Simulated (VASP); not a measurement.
# KZnF3 (Pm-3m) in VASP: further runs, part 2 of 2

VASP 6.6.1. Earlier steps stand in the parts before.

## (5) Single point, r2SCAN (strain +1.6%)

File POSCAR:

```
KZnF3
1.0
    4.1125251740      0.0000000000      0.0000000000
    0.0000000000      4.1125251740      0.0000000000
    0.0000000000      0.0000000000      4.1125251740
K Zn F
1 1 3
Direct
    0.0000000000      0.0000000000      0.0000000000
    0.5000000000      0.5000000000      0.5000000000
    0.5000000000      0.5000000000      0.0000000000
    0.0000000000      0.5000000000      0.5000000000
    0.5000000000      0.0000000000      0.5000000000
```

File INCAR.step1:

```
SYSTEM = KZnF3
ALGO     = Normal         ! electronic algorithm
EDIFF    = 1E-4           ! SCF threshold, eV
ENCUT    = 520            ! plane-wave cutoff, eV
GGA      = PE             ! functional
ISMEAR   = 0              ! smearing method
LASPH    = .True.         ! aspherical terms in the spheres
LCHARG   = .False.        ! write CHGCAR
LREAL    = .False.        ! projectors in reciprocal space
LWAVE    = .True.         ! write WAVECAR
NBANDS   = 29             ! bands
NELM     = 100            ! most SCF steps
PREC     = Accurate       ! precision mode
SIGMA    = 0.01           ! smearing width, eV
```

File INCAR.step2:

```
SYSTEM = KZnF3
ALGO     = Normal         ! electronic algorithm
EDIFF    = 1E-7           ! SCF threshold, eV
ENCUT    = 520            ! plane-wave cutoff, eV
ISIF     = 2              ! what is computed and relaxed
ISMEAR   = 0              ! smearing method
ISTART   = 1            
LASPH    = .True.         ! aspherical terms in the spheres
LCHARG   = .False.        ! write CHGCAR
LMIXTAU  = .True.       
LREAL    = .False.        ! projectors in reciprocal space
LWAVE    = .False.        ! write WAVECAR
METAGGA  = R2SCAN         ! meta-GGA
NBANDS   = 29             ! bands
NELM     = 100            ! most SCF steps
PREC     = Accurate       ! precision mode
SIGMA    = 0.01           ! smearing width, eV
```

File KPOINTS:

```
k-points
0
Gamma
  6 6 6
  0 0 0
```

Potentials or basis: VASP PAW PBE potentials, release 64 (K_sv, Zn, F).

Command:

```console
> cat potpaw_PBE.64/K_sv/POTCAR potpaw_PBE.64/Zn/POTCAR potpaw_PBE.64/F/POTCAR > POTCAR
> cp INCAR.step1 INCAR
> mpirun -np 1 vasp_std > vasp.out
> cp INCAR.step2 INCAR
> mpirun -np 1 vasp_std > vasp.out
```

OUTCAR:

```text
SYSTEM = KZnF3
   EDIFF = 1E-7
   ENCUT = 520
   ISIF = 2
   ISMEAR = 0
   ISTART = 1
   LASPH = .True.
   LREAL = .False.
   METAGGA = R2SCAN
   NELM = 100
   PREC = Accurate

 ion  position               nearest neighbor table
   1  0.000  0.000  0.000-
   2  0.500  0.500  0.500-   3 2.06   4 2.06   5 2.06   3 2.06   5 2.06   4 2.06
   3  0.500  0.500  0.000-   2 2.06   2 2.06
   4  0.000  0.500  0.500-   2 2.06   2 2.06
   5  0.500  0.000  0.500-   2 2.06   2 2.06

  LATTYP: Found a simple cubic cell.
 ALAT       =     4.1125251740

  Lattice vectors:

 A1 = (   4.1125251740,   0.0000000000,   0.0000000000)
 A2 = (   0.0000000000,   4.1125251740,   0.0000000000)
 A3 = (   0.0000000000,   0.0000000000,   4.1125251740)

Analysis of symmetry for initial positions (statically):
=====================================================================
 Subroutine PRICEL returns:
 Original cell was already a primitive cell.

 Routine SETGRP: Setting up the symmetry group for a
 simple cubic supercell.

 Subroutine GETGRP returns: Found 48 space group operations
 (whereof 48 operations were pure point group operations)
 out of a pool of 48 trial point group operations.

The static configuration has the point symmetry O_h .

Analysis of symmetry for dynamics (positions and initial velocities):
=====================================================================
 Subroutine PRICEL returns:
 Original cell was already a primitive cell.

 Routine SETGRP: Setting up the symmetry group for a
 simple cubic supercell.

 Subroutine GETGRP returns: Found 48 space group operations
 (whereof 48 operations were pure point group operations)
 out of a pool of 48 trial point group operations.

The dynamic configuration has the point symmetry O_h .

 Subroutine INISYM returns: Found 48 space group operations
 (whereof 48 operations are pure point group operations),
 and found     1 'primitive' translations

----------------------------------------------------------------------------------------

                                     Primitive cell

  volume of cell :      69.5546

  direct lattice vectors                    reciprocal lattice vectors
     4.112525174  0.000000000  0.000000000     0.243159606  0.000000000  0.000000000
     0.000000000  4.112525174  0.000000000     0.000000000  0.243159606  0.000000000
     0.000000000  0.000000000  4.112525174     0.000000000  0.000000000  0.243159606

  length of vectors
     4.112525174  4.112525174  4.112525174     0.243159606  0.243159606  0.243159606

  position of ions in fractional coordinates (direct lattice)
     0.000000000  0.000000000  0.000000000
     0.500000000  0.500000000  0.500000000
     0.500000000  0.500000000  0.000000000
     0.000000000  0.500000000  0.500000000
     0.500000000  0.000000000  0.500000000

  ion indices of the primitive-cell ions
   primitive index   ion index
                 1           1
                 2           2
                 3           3
                 4           4
                 5           5

----------------------------------------------------------------------------------------

 KPOINTS: k-points

Automatic generation of k-mesh.
 Grid dimensions read from file:
 generate k-points for:    6    6    6

 Generating k-lattice:

  Cartesian coordinates                     Fractional coordinates (reciprocal lattice)
     0.040526601  0.000000000  0.000000000     0.166666667  0.000000000  0.000000000
     0.000000000  0.040526601  0.000000000     0.000000000  0.166666667  0.000000000
     0.000000000  0.000000000  0.040526601     0.000000000  0.000000000  0.166666667

  Length of vectors
     0.040526601  0.040526601  0.040526601

  Shift w.r.t. Gamma in fractional coordinates (k-lattice)
     0.000000000  0.000000000  0.000000000

 Subroutine IBZKPT returns following result:
 ===========================================

 Found     20 irreducible k-points:

 Following reciprocal coordinates:
            Coordinates               Weight
  0.000000  0.000000  0.000000      1.000000
  0.166667  0.000000  0.000000      6.000000
  0.333333  0.000000  0.000000      6.000000
  0.500000  0.000000  0.000000      3.000000
  0.166667  0.166667  0.000000     12.000000
  0.333333  0.166667  0.000000     24.000000
[... 12 lines left out ...]
  0.500000  0.500000  0.333333      6.000000
  0.500000  0.500000  0.500000      1.000000
   k-points           NKPTS =     20   k-points in BZ     NKDIM =     20   number of bands    NBANDS=     29
   number of dos      NEDOS =    301   number of ions     NIONS =      5
   total plane-waves  NPLWV =  32768
   dimension x,y,z NGX =    32 NGY =   32 NGZ =   32
   dimension x,y,z NGXF=    64 NGYF=   64 NGZF=   64
   ions per type =               1   1   3
   NGX,Y,Z   is equivalent  to a cutoff of  12.94, 12.94, 12.94 a.u.
   NGXF,Y,Z  is equivalent  to a cutoff of  25.87, 25.87, 25.87 a.u.
 SYSTEM =  KZnF3
   PREC   = accura    normal or accurate (medium, high low for compatibility)
   ISTART =      1    job   : 0-new  1-cont  2-samecut
   ICHARG =      0    charge: 1-file 2-atom 10-const
   ISPIN  =      1    spin polarized calculation?
   LNONCOLLINEAR =      F non collinear calculations
   LSORBIT =      F    spin-orbit coupling
   LASPH  =      T    aspherical Exc in radial PAW
   ENCUT  =  520.0 eV  38.22 Ry    6.18 a.u.   7.65  7.65  7.65*2*pi/ulx,y,z
   NELM   =    100;   NELMIN=  2; NELMDL=  0     # of ELM steps
   EDIFF  = 0.1E-06   stopping-criterion for ELM
   LREAL  =      F    real-space projection
   EDIFFG = 0.1E-05   stopping-criterion for IOM
   NSW    =      0    number of steps for IOM
   IBRION =     -1    ionic relax: 0-MD 1-quasi-New 2-CG
   NFREE  =      0    steps in history (QN), initial steepest desc. (CG)
   ISIF   =      2    stress and relaxation
   ISYM   =      2    0-nonsym 1-usesym 2-fastsym
   POTIM  = 0.5000    time-step for ionic-motion
   TEBEG  =    0.0;   TEEND  =   0.0 temperature during run
   PSTRESS=    0.0 pullay stress
   NELECT =      42.0000    total number of electrons
   NUPDOWN=      -1.0000    fix difference up-down
   EMIN   =  10.00;   EMAX   =-10.00  energy-range for DOS
   EFERMI =   0.00;   METHOD = LEGACY
   ISMEAR =     0;   SIGMA  =   0.01  broadening in eV -4-tet -1-fermi 0-gaus
   EFERMI_NEDOS =   21; number of points for ismear=-14 and -15
   IALGO  =     38    algorithm
   IMIX   =      4    mixing-type and parameters
     AMIX     =   0.40;   BMIX     =  1.00
     AMIX_MAG =   1.60;   BMIX_MAG =  1.00
  volume/ion in A,a.u.               =      13.91        93.88
  Fermi-wavevector in a.u.,A,eV,Ry     =   1.383724  2.614859 26.050954  1.914691
  Thomas-Fermi vector in A             =   2.508295
   LORBIT       =      0    0 simple, 1 ext, 2 COOP (PROOUT), +10 PAW based schemes
   METAGGA = R2SCAN    functional components
   LHFCALC =     F    Hartree Fock is set to
   AEXX    =    0.0000 exact exchange contribution
   IVDW    =     0    specifies the selected vdW correction
   LEPSILON=     F    determine dielectric tensor
   LRPA    =     F    only Hartree local field effects (RPA)
 non-spin polarized calculation
 Gauss-broadening in eV      SIGMA  =   0.01
  energy-cutoff  :      520.00
  volume of cell :       69.55
 maximum number of plane-waves:      1891
 NGX is ok and might be reduce to    32
   NGX = 15   NGY = 15   NGZ = 15

 number of electron      42.0000008 magnetization

 Free energy of the ion-electron system (eV)
  ---------------------------------------------------
  ext. energy  EPLUGINS =         0.00000000
  ---------------------------------------------------
  free energy    TOTEN  =       -38.32363206 eV

  energy without entropy =      -38.32363206  energy(sigma->0) =      -38.32363206

 E-fermi :  -1.6123     XC(G=0): -10.2157

 val. band max:       -1.7084932967   @ k =   0.5000   0.5000   0.5000
 cond. band min:       2.7506376096   @ k =   0.0000   0.0000   0.0000
 fundamental gap:      4.4591309062
 Fermi energy:        -1.6122573654

 k-point     1 :       0.0000    0.0000    0.0000
  band No.  band energies     occupation
      1     -29.7226      2.00000
      2     -24.1630      2.00000
      3     -23.6243      2.00000
      4     -23.6243      2.00000
      5     -12.4368      2.00000
      6     -12.4368      2.00000
[... 629 lines left out ...]
     28      11.6793      0.00000
     29      12.4372      0.00000

------------------------ aborting loop because EDIFF is reached ----------------------------------------

  FORCE on cell =-STRESS in cart. coord.  units (eV):
  Direction    XX          YY          ZZ          XY          YZ          ZX
  --------------------------------------------------------------------------------------
  -------------------------------------------------------------------------------------
  Total       -1.5528011     -1.5528011     -1.5528011     -0.0000000      0.0000000     -0.0000000
  in kB      -35.7684987    -35.7684987    -35.7684987     -0.0000000      0.0000000     -0.0000000
  external PRESSURE =     -35.7684987 kB  Pullay stress =       0.0000000 kB

 VOLUME and BASIS-vectors are now :
 -----------------------------------------------------------------------------
  energy-cutoff  :      520.00
  volume of cell :       69.55
      direct lattice vectors                 reciprocal lattice vectors
     4.112525174  0.000000000  0.000000000     0.243159606  0.000000000  0.000000000
     0.000000000  4.112525174  0.000000000     0.000000000  0.243159606  0.000000000
     0.000000000  0.000000000  4.112525174     0.000000000  0.000000000  0.243159606

 POSITION                                       TOTAL-FORCE (eV/Angst)
 -----------------------------------------------------------------------------------
      0.00000      0.00000      0.00000         0.000000      0.000000      0.000000
      2.05626      2.05626      2.05626         0.000000      0.000000      0.000000
      2.05626      2.05626      0.00000         0.000000      0.000000      0.000000
      0.00000      2.05626      2.05626         0.000000      0.000000      0.000000
      2.05626      0.00000      2.05626         0.000000      0.000000      0.000000
 -----------------------------------------------------------------------------------
    total drift:                                0.000000     -0.000000     -0.000000

  FREE ENERGIE OF THE ION-ELECTRON SYSTEM (eV)
  ---------------------------------------------------
  free  energy   TOTEN  =       -38.3236320572 eV

  energy  without entropy=      -38.3236320572  energy(sigma->0) =      -38.32363206
```

Run time: 51 s. Hardware: 1 thread of Intel Xeon 6975P-C (Granite Rapids), shared host; peak memory 0.21 GiB.

What came out:

| Item | Value |
| --- | --- |
| Free energy | -38.3236 eV |
| Pressure | -3.6 GPa |
| Band gap on the k mesh | 4.46 eV, indirect (least direct gap 6.17 eV) |

Caveat: the cell differs from its parent crystal (strain +1.6%); the PAW data sets were made with another functional, which shifts forces and pressure a little. A k mesh can miss the band edges.

## (6) Overview

| level | cell | smearing | gap on the mesh (eV) | pressure (GPa) |
| --- | --- | --- | --- | --- |
| PBE | a = 4.046 Å, 5 atoms | fermi-dirac 0.02 eV | 3.80 | 5.2 |
| PBE | a = 4.113 Å, 5 atoms | fermi-dirac 0.02 eV | 3.68 | 1.1 |
| r2SCAN | a = 4.046 Å, 5 atoms | gaussian 0.01 eV | 4.59 | 0.3 |
| r2SCAN | a = 4.113 Å, 5 atoms | gaussian 0.01 eV | 4.46 | -3.6 |

Alike in all rows: task single point; potentials or basis VASP PAW PBE potentials, release 64 (K_sv, Zn, F); no spin polarisation; k mesh 6 × 6 × 6; cutoff (eV) 520.

Caveats: the PAW data sets were made with another functional, which shifts forces and pressure a little (some runs).

Total energies depend on the potentials used, so only differences within one code and one set of settings carry meaning.
